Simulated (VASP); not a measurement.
# AlN in VASP: notebook, part 2 of 2

VASP 6.6.1.

## 4. Single point, PBE

This run uses another cell than the first one: it holds 8 atoms, not 2.

INCAR

```
PREC = Accurate ; ENCUT = 520
EDIFF = 1E-7 ; ISMEAR = 0
SIGMA = 0.1 ; LREAL = False
LASPH = True ; NELM = 100
ALGO = Normal ; ISIF = 2
LWAVE = False ; LCHARG = False
GGA = PE ; NBANDS = 26
```

KPOINTS

```
regular mesh
0
Gamma
  6 6 6
```

POSCAR

```
AlN
1.0
   -2.0354807691      2.0354807691      4.0697189289
    2.0354807691     -2.0354807691      4.0697189289
    2.0354807691      2.0354807691     -4.0697189289
Al N
4 4
Direct
    0.6250002444      0.6250000000      0.5000002444
    0.1249997556      0.1250000000      0.4999997556
    0.3750000000      0.8750002444      0.0000002444
    0.8750000000      0.3749997556      0.9999997556
    0.3750000000      0.3750028693      0.5000028693
    0.8750000000      0.8749971307      0.4999971307
    0.1250028693      0.6250000000      1.0000028693
    0.6249971307      0.1250000000     -0.0000028693
```

Potentials or basis: VASP PAW PBE potentials, release 64 (Al, N).

Command:

```
> cat potpaw_PBE.64/Al/POTCAR potpaw_PBE.64/N/POTCAR > POTCAR
> mpirun -np 1 vasp_std > vasp.out
```

OUTCAR:

```text
PREC = Accurate
   ENCUT = 520
   EDIFF = 1E-7
   ISMEAR = 0
   LREAL = False
   LASPH = True
   NELM = 100
   ISIF = 2
   GGA = PE

 ion  position               nearest neighbor table
   1  0.625  0.625  0.500-   5 2.03   6 2.03   7 2.04   8 2.04   8 2.04   7 2.04   4 2.88   3 2.88
                             3 2.88   4 2.88   4 2.88   3 2.88   3 2.88   4 2.88   2 2.88   2 2.88
   2  0.125  0.125  0.500-   5 2.03   6 2.03   8 2.04   7 2.04   7 2.04   8 2.04   4 2.88   4 2.88
                             3 2.88   3 2.88   3 2.88   4 2.88   4 2.88   3 2.88   1 2.88   1 2.88
   3  0.375  0.875  0.000-   7 2.03   8 2.03   5 2.04   6 2.04   6 2.04   5 2.04   2 2.88   1 2.88
                             1 2.88   2 2.88   2 2.88   1 2.88   1 2.88   2 2.88   4 2.88   4 2.88
   4  0.875  0.375  1.000-   7 2.03   8 2.03   6 2.04   5 2.04   5 2.04   6 2.04   2 2.88   2 2.88
                             1 2.88   1 2.88   1 2.88   2 2.88   1 2.88   2 2.88   3 2.88   3 2.88
   5  0.375  0.375  0.500-   1 2.03   2 2.03   3 2.04   4 2.04   4 2.04   3 2.04
   6  0.875  0.875  0.500-   1 2.03   2 2.03   4 2.04   3 2.04   3 2.04   4 2.04
   7  0.125  0.625  0.000-   3 2.03   4 2.03   1 2.04   2 2.04   2 2.04   1 2.04
   8  0.625  0.125  1.000-   3 2.03   4 2.03   2 2.04   1 2.04   1 2.04   2 2.04
[... 7 lines left out ...]
 A1 = (  -2.0354807691,   2.0354807691,   4.0697189289)
 A2 = (   2.0354807691,  -2.0354807691,   4.0697189289)
 A3 = (   2.0354807691,   2.0354807691,  -4.0697189289)

Analysis of symmetry for initial positions (statically):
=====================================================================
 Subroutine PRICEL returns following result:

  LATTYP: Found a body centered tetragonal cell.
 ALAT       =     2.8786016955
 C/A-ratio  =     1.4137832738

  Lattice vectors:

 A1 = (  -2.0354797742,  -0.0000009949,   2.0348594645)
 A2 = (   2.0354817640,  -0.0000009949,   2.0348594645)
 A3 = (   0.0000009949,   2.0354797742,  -2.0348594644)

   4 primitive cells build up your supercell.

 Routine SETGRP: Setting up the symmetry group for a
 body centered tetragonal supercell.

[... 153 lines left out ...]
  Fermi-wavevector in a.u.,A,eV,Ry     =   1.276846  2.412890 22.182081  1.630337
  Thomas-Fermi vector in A             =   2.409480
   LORBIT       =      0    0 simple, 1 ext, 2 COOP (PROOUT), +10 PAW based schemes
   GGA     = PE    functional components
   LHFCALC =     F    Hartree Fock is set to
   AEXX    =    0.0000 exact exchange contribution
   IVDW    =     0    specifies the selected vdW correction
   LEPSILON=     F    determine dielectric tensor
   LRPA    =     F    only Hartree local field effects (RPA)
 non-spin polarized calculation
 Gauss-broadening in eV      SIGMA  =   0.10
  energy-cutoff  :      520.00
  volume of cell :       67.45
 maximum number of plane-waves:      1847
 NGX is ok and might be reduce to    40

 number of electron      31.9999998 magnetization

 Free energy of the ion-electron system (eV)
  ---------------------------------------------------
  ext. energy  EPLUGINS =         0.00000000
  ---------------------------------------------------
  free energy    TOTEN  =       -58.18382748 eV

  energy without entropy =      -58.18382748  energy(sigma->0) =      -58.18382748

 E-fermi :  10.2035     XC(G=0): -12.1912

 val. band max:        9.7042845874   @ k =   0.0000   0.0000   0.0000
 cond. band min:      14.1148473528   @ k =   0.0000   0.0000   0.0000
 fundamental gap:      4.4105627654
 Fermi energy:        10.2035021899

 k-point     1 :       0.0000    0.0000    0.0000
  band No.  band energies     occupation
      1      -7.6671      2.00000
      2      -3.5318      2.00000
      3      -3.3808      2.00000
      4      -3.3808      2.00000
      5       2.4584      2.00000
      6       4.1120      2.00000
[... 685 lines left out ...]
     25      21.9165      0.00000
     26      21.9535      0.00000

 [... further k-points ...]
[... 5 lines left out ...]
  --------------------------------------------------------------------------------------
  -------------------------------------------------------------------------------------
  Total       -0.1250992     -0.1250992     -0.0929090      0.0000000      0.0000000      0.0000000
  in kB       -2.9717125     -2.9717125     -2.2070376      0.0000000      0.0000000      0.0000000
  external PRESSURE =      -2.7168209 kB  Pullay stress =       0.0000000 kB

 VOLUME and BASIS-vectors are now :
 -----------------------------------------------------------------------------
  energy-cutoff  :      520.00
  volume of cell :       67.45
      direct lattice vectors                 reciprocal lattice vectors
    -2.035480769  2.035480769  4.069718929     0.000000000  0.245642213  0.122858607
     2.035480769 -2.035480769  4.069718929     0.245642213  0.000000000  0.122858607
     2.035480769  2.035480769 -4.069718929     0.245642213  0.245642213  0.000000000

 POSITION                                       TOTAL-FORCE (eV/Angst)
 -----------------------------------------------------------------------------------
      1.01774      1.01774      3.05229        -0.000000      0.000000      0.000000
      1.01774      1.01774     -1.01743        -0.000000      0.000000      0.000000
      1.01774     -1.01774      5.08715        -0.000000     -0.000000      0.000000
      1.01774      3.05322      1.01743         0.000000      0.000000      0.000000
      1.01775      1.01774      1.01743        -0.000000      0.000000      0.000000
      1.01773      1.01774      5.08715         0.000000      0.000000      0.000000
      1.01774     -1.01773      3.05229        -0.000000     -0.000000      0.000000
      1.01774      3.05321     -1.01743         0.000000     -0.000000      0.000000
 -----------------------------------------------------------------------------------
    total drift:                                0.000008     -0.000008      0.000000

  FREE ENERGIE OF THE ION-ELECTRON SYSTEM (eV)
  ---------------------------------------------------
  free  energy   TOTEN  =       -58.1838274809 eV

  energy  without entropy=      -58.1838274809  energy(sigma->0) =      -58.18382748
```

OSZICAR:

```text
N       E                     dE             d eps       ncg     rms          rms(c)
DAV:   1     0.104013324042E+03    0.10401E+03   -0.15171E+04  1560   0.114E+03
DAV:   2    -0.576653817296E+02   -0.16168E+03   -0.15251E+03  2102   0.231E+02
DAV:   3    -0.650419408158E+02   -0.73766E+01   -0.73453E+01  2112   0.502E+01
DAV:   4    -0.650925149745E+02   -0.50574E-01   -0.50541E-01  1860   0.477E+00
DAV:   5    -0.650931093129E+02   -0.59434E-03   -0.59416E-03  2104   0.513E-01    0.150E+01
DAV:   6    -0.582113080002E+02    0.68818E+01   -0.20144E+01  1944   0.245E+01    0.517E+00
DAV:   7    -0.582105294404E+02    0.77856E-03   -0.13332E+00  1846   0.616E+00    0.369E+00
DAV:   8    -0.581922340060E+02    0.18295E-01   -0.11733E-01  1810   0.228E+00    0.659E-01
DAV:   9    -0.581835618443E+02    0.86722E-02   -0.27444E-02  1952   0.915E-01    0.312E-01
DAV:  10    -0.581840442431E+02   -0.48240E-03   -0.37375E-03  1884   0.329E-01    0.202E-01
DAV:  11    -0.581838290503E+02    0.21519E-03   -0.64493E-04  1882   0.138E-01    0.399E-02
DAV:  12    -0.581838282708E+02    0.77953E-06   -0.17779E-05  1884   0.278E-02    0.813E-03
DAV:  13    -0.581838275059E+02    0.76490E-06   -0.61713E-06  1948   0.131E-02    0.540E-03
DAV:  14    -0.581838273723E+02    0.13363E-06   -0.36728E-07  1822   0.374E-03    0.342E-03
DAV:  15    -0.581838274733E+02   -0.10102E-06   -0.81382E-08  1016   0.160E-03    0.341E-04
DAV:  16    -0.581838274809E+02   -0.76150E-08   -0.89164E-09   964   0.851E-04
   1 F= -.58183827E+02 E0= -.58183827E+02  d E =-.109874E-13
```

stdout:

```text
POSCAR found type information on POSCAR AlN
 POSCAR found :  2 types and       8 ions
 scaLAPACK will be used
 LDA part: xc-table for (Slater+PW92), standard interpolation
 POSCAR, INCAR and KPOINTS ok, starting setup
 FFT: planning ... GRIDC
 FFT: planning ... GRID_SOFT
 FFT: planning ... GRID
 WAVECAR not read
 entering main loop
```

It took 39 s on 1 thread of Intel Xeon 6975P-C (Granite Rapids), shared host; peak memory 0.23 GiB.

What came out:

```yaml
Free_energy: -58.1838 eV
Pressure: -0.3 GPa
Band_gap_on_the_k_mesh: 4.41 eV
```

## 5. Single point, PBE

INCAR

```
  PREC = Accurate
  ENCUT = 600
  EDIFF = 1E-6
  ISMEAR = 0
  SIGMA = 0.02
  LREAL = F
  LASPH = T
  NELM = 120
  ALGO = Normal
  ISIF = 2
  LWAVE = F
  LCHARG = T
  GGA = PE
  LELF = T
  LVHAR = T
  NBANDS = 11
  GGA_COMPAT = F
```

KPOINTS

```
Automatic mesh
0
Gamma
  10 10 10
```

POSCAR

```
AlN
1.0
    0.0000000000      2.0352736675      2.0352736675
    2.0352736675      0.0000000000      2.0352736675
    2.0352736675      2.0352736675      0.0000000000
Al N
1 1
Direct
    0.0000000000      0.0000000000      0.0000000000
    0.5000000000      0.5000000000      0.5000000000
```

Potentials or basis: VASP PAW PBE potentials, release 64 (Al, N).

Command:

```
> cat potpaw_PBE.64/Al/POTCAR potpaw_PBE.64/N/POTCAR > POTCAR
> mpirun -np 1 vasp_std > vasp.out
```

OUTCAR:

```text
PREC = Accurate
   ENCUT = 600
   EDIFF = 1E-6
   ISMEAR = 0
   LREAL = F
   LASPH = T
   NELM = 120
   ISIF = 2
   GGA = PE

 ion  position               nearest neighbor table
   1  0.000  0.000  0.000-   2 2.04   2 2.04   2 2.04   2 2.04   2 2.04   2 2.04
   2  0.500  0.500  0.500-   1 2.04   1 2.04   1 2.04   1 2.04   1 2.04   1 2.04

  LATTYP: Found a face centered cubic cell.
 ALAT       =     4.0705473350

  Lattice vectors:

 A1 = (   0.0000000000,   2.0352736675,   2.0352736675)
 A2 = (   2.0352736675,   0.0000000000,   2.0352736675)
 A3 = (   2.0352736675,   2.0352736675,   0.0000000000)

Analysis of symmetry for initial positions (statically):
=====================================================================
 Subroutine PRICEL returns:
 Original cell was already a primitive cell.

 Routine SETGRP: Setting up the symmetry group for a
 face centered cubic supercell.

 Subroutine GETGRP returns: Found 48 space group operations
[... 9 lines left out ...]

 Routine SETGRP: Setting up the symmetry group for a
 face centered cubic supercell.

 Subroutine GETGRP returns: Found 48 space group operations
[... 11 lines left out ...]
                                     Primitive cell

[... 141 lines left out ...]
 cond. band min:      14.1168575675   @ k =   0.5000   0.5000   0.0000
 fundamental gap:      4.4129894632
 Fermi energy:         9.8654370240

 k-point     1 :       0.0000    0.0000    0.0000
  band No.  band energies     occupation
      1      -7.6677      2.00000
      2       9.7039      2.00000
      3       9.7039      2.00000
      4       9.7039      2.00000
      5      15.0947      0.00000
      6      21.8055      0.00000
      7      21.8055      0.00000
      8      21.8055      0.00000
      9      26.8919      0.00000
     10      27.3448      0.00000
     11      27.3448      0.00000
[... 309 lines left out ...]
 k-point    24 :       0.4000    0.3000    0.0000
  band No.  band energies     occupation
      1      -4.7229      2.00000
      2       3.9359      2.00000
      3       6.9619      2.00000
      4       7.4688      2.00000
      5      15.7084      0.00000
      6      16.5734      0.00000
      7      21.6853      0.00000
      8      25.0589      0.00000
      9      25.7967      0.00000
     10      31.3139      0.00000
     11      34.1974      0.00000

 [... further k-points ...]
[... 5 lines left out ...]
  --------------------------------------------------------------------------------------
  -------------------------------------------------------------------------------------
  Total       -0.0450303     -0.0450303     -0.0450303      0.0000000     -0.0000000     -0.0000000
  in kB       -4.2787476     -4.2787476     -4.2787476      0.0000000     -0.0000000     -0.0000000
  external PRESSURE =      -4.2787476 kB  Pullay stress =       0.0000000 kB

 VOLUME and BASIS-vectors are now :
 -----------------------------------------------------------------------------
  energy-cutoff  :      600.00
  volume of cell :       16.86
      direct lattice vectors                 reciprocal lattice vectors
     0.000000000  2.035273667  2.035273667    -0.245667208  0.245667208  0.245667208
     2.035273667  0.000000000  2.035273667     0.245667208 -0.245667208  0.245667208
     2.035273667  2.035273667  0.000000000     0.245667208  0.245667208 -0.245667208

 POSITION                                       TOTAL-FORCE (eV/Angst)
 -----------------------------------------------------------------------------------
      0.00000      0.00000      0.00000        -0.000000      0.000000     -0.000000
      2.03527      2.03527      2.03527         0.000000     -0.000000      0.000000
 -----------------------------------------------------------------------------------
    total drift:                               -0.000000     -0.000000      0.000000

  FREE ENERGIE OF THE ION-ELECTRON SYSTEM (eV)
  ---------------------------------------------------
  free  energy   TOTEN  =       -14.5476476311 eV

  energy  without entropy=      -14.5476476311  energy(sigma->0) =      -14.54764763
```

Wall time 3.4 s (1 thread of Intel Xeon 6975P-C (Granite Rapids), shared host); peak memory 0.13 GiB.

What came out:

- Free energy: -14.5476 eV
- Pressure: -0.4 GPa
- Band gap on the k mesh: 4.41 eV, indirect (least direct gap 5.39 eV)

A k mesh can miss the band edges. As with any semilocal functional, this PBE gap is likely too small.

## 6. The runs side by side

```csv
task,cell,k mesh,cutoff (eV),smearing,gap on the mesh (eV),pressure (GPa)
single point,"a = 2.878 Å, angles 60.0°, 2 atoms",10 × 10 × 10,520,gaussian 0.02 eV,4.41,-0.3
relaxation of cell and atoms,"relaxed from a = 2.878 Å, angles 60.0°, 2 atoms",10 × 10 × 10,600,gaussian 0.02 eV,4.43,0.0
single point,"a = 4.985 Å, angles 131.8, 131.8, 70.5°, 8 atoms",6 × 6 × 6,520,gaussian 0.1 eV,4.41,-0.3
single point,"a = 2.878 Å, angles 60.0°, 2 atoms",10 × 10 × 10,600,gaussian 0.02 eV,4.41,-0.4
```

Alike in all rows: level PBE; potentials or basis VASP PAW PBE potentials, release 64 (Al, N); no spin polarisation.

Total energies depend on the potentials used, so only differences within one code and one set of settings carry meaning.
